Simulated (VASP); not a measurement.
Input of a VASP 6.6.1 run:

The input INCAR:

```
SYSTEM = Hf7O16
ALGO = Normal
EDIFF = 1E-6
ENCUT = 520
GGA = PE
GGA_COMPAT = .FALSE.
ISIF = 2
ISMEAR = -1
LASPH = .TRUE.
LCHARG = .TRUE.
LELF = .TRUE.
LREAL = .FALSE.
LVHAR = .TRUE.
LWAVE = .FALSE.
NBANDS = 100
NELM = 120
PREC = Accurate
SIGMA = 0.01
```

KPOINTS

```
k-points
0
G
  1 1 1
  0 0 0
```

POSCAR

```
Hf7O16
1.0
    0.0000000000      5.0690718900      5.1011025500
    5.2936327600      0.0000000000      5.1011025500
    5.2936327600      5.0690718900      0.0000000000
Hf O
7 16
Direct
    0.2351882092     -0.0003583526      0.0423799675
    0.7605505593      0.5224145178      0.5310842771
    0.7705796656      0.9931891282      0.4779781839
    0.2734565677      0.0562240355      0.4687133715
    0.7122219194      0.5130301955      0.0205865747
    0.2437158640      0.4989917820      0.4692941686
    0.7529423712      0.9710918941      1.0011995226
   -0.0462953534      0.2349957510      0.1577715383
    0.5569570887      0.8279065730      0.5440312081
    0.4732121081      0.4316514312      0.6170173155
    0.9365177062      0.8723577694      0.2113897821
    0.0883901831      0.3858009451      0.3882167181
    0.6449325755      0.8792026374      0.8385272682
    0.3715127377      0.6592596033      0.1311617387
    0.6876787427      0.2547795855      0.5893419369
    0.1629487725      0.8394359495      0.4427847387
    0.6894911858      0.3234349313      0.8963048841
    0.4054130669      0.0805299008      0.1373096524
    0.9159527764      0.5808321837      0.6787415087
    0.2378788498      0.1639041965      0.7287514970
    0.7303323041      0.6383241568      0.2133795070
    0.0277944110      0.9511569132      0.7449657588
    0.5272885444      0.2493594114      0.3424905644
```

Potentials or basis: VASP PAW PBE potentials, release 64 (Hf_pv, O).

Launch:

```bash
$ cat potpaw_PBE.64/Hf_pv/POTCAR potpaw_PBE.64/O/POTCAR > POTCAR
$ mpirun -np 1 vasp_gam > vasp.out
```

What does it give for the pressure?

3.6 GPa.

What does it give for the largest force?

0.248 eV/Å.

Stress tensor (GPa, compression positive):
```
 5.10 -1.46 -0.74
-1.46  2.87  2.42
-0.74  2.42  2.70
```

Caveat: the k points lie up to 1.06 Å⁻¹ apart.
